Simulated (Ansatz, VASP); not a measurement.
NaI: VASP beside Ansatz

```xyz
2
Lattice="0.0000 3.2631 3.2631 3.2631 0.0000 3.2631 3.2631 3.2631 0.0000" Properties=species:S:1:pos:R:3 pbc="T T T"
Na    0.0000    0.0000    0.0000
I     3.2631    3.2631    3.2631
```

Alike in both runs: functional PBE; k mesh 6 × 6 × 6; occupations gaussian, width 0.02 eV; no spin polarisation.

Ansatz relaxed the structure, and its values are those at the end. VASP's run is a single point on that final structure, the one shown.

|  | VASP | Ansatz |
| --- | --- | --- |
| version | VASP 6.6.1 | Ansatz 0.2.0 |
| potentials or method | VASP PAW PBE potentials, release 64 (Na_pv, I), cutoff 520 eV | scalar-relativistic, plane waves, PAW |
| valence electrons in the cell | 14 | 26 |

|  | VASP | Ansatz | Ansatz less VASP |
| --- | --- | --- | --- |
| gap on the k mesh at the Fermi level (eV) | 3.58 | 3.58 | +0.003 |
| least direct gap on the mesh (eV) | 3.58 | 3.58 | +0.003 |
| pressure (GPa) | 0.0 | 0.0 | -0.01 |

VASP's potentials hold 14 valence electrons a cell and Ansatz's 26, so a difference there can come from the potentials and not from the codes.

Spin-orbit coupling is off throughout.
